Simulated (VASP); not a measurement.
LiCl, 2 atoms in the cell. Symmetry: Fm-3m, No. 225, cubic system. The conventional cell has a = 5.030 Å, b = 5.030 Å, c = 5.030 Å, α = 90.00°, β = 90.00°, γ = 90.00°. Within 3.3 Å of Li (site symmetry m-3m) lie 6 Cl at 2.52 Å. Within 3.3 Å of Cl (site symmetry m-3m) lie 6 Li at 2.52 Å. 

```yaml
Program: VASP 6.6.1
Task: single point
Functional: PBEsol
Potentials_or_basis: VASP PAW PBE potentials, release 64 (Li_sv, Cl)
Cutoff: 520 eV
k_mesh: 10 × 10 × 10
Occupations: gaussian, width 0.05 eV
Spin: no spin polarisation
Dipole_correction: no
Further_INCAR_settings: ALGO = Normal; EDIFF = 1e-07; NBANDS = 12
```

Potentials or basis: VASP PAW PBE potentials, release 64 (Li_sv, Cl).

Launch:

```sh
$ cat potpaw_PBE.64/Li_sv/POTCAR potpaw_PBE.64/Cl/POTCAR > POTCAR
$ mpirun -np 1 vasp_std > vasp.out
```

Hardware: 1 thread of AMD EPYC 9R45 96-Core Processor (Zen 5), with other jobs on the host.

**Question.** How long does it take, and how much memory?

**Answer.** Run time: 12 s on 1 thread of AMD EPYC 9R45 96-Core Processor (Zen 5), on a shared host, peak memory 0.12 GiB. Counts: scf iterations 14, k points 47.
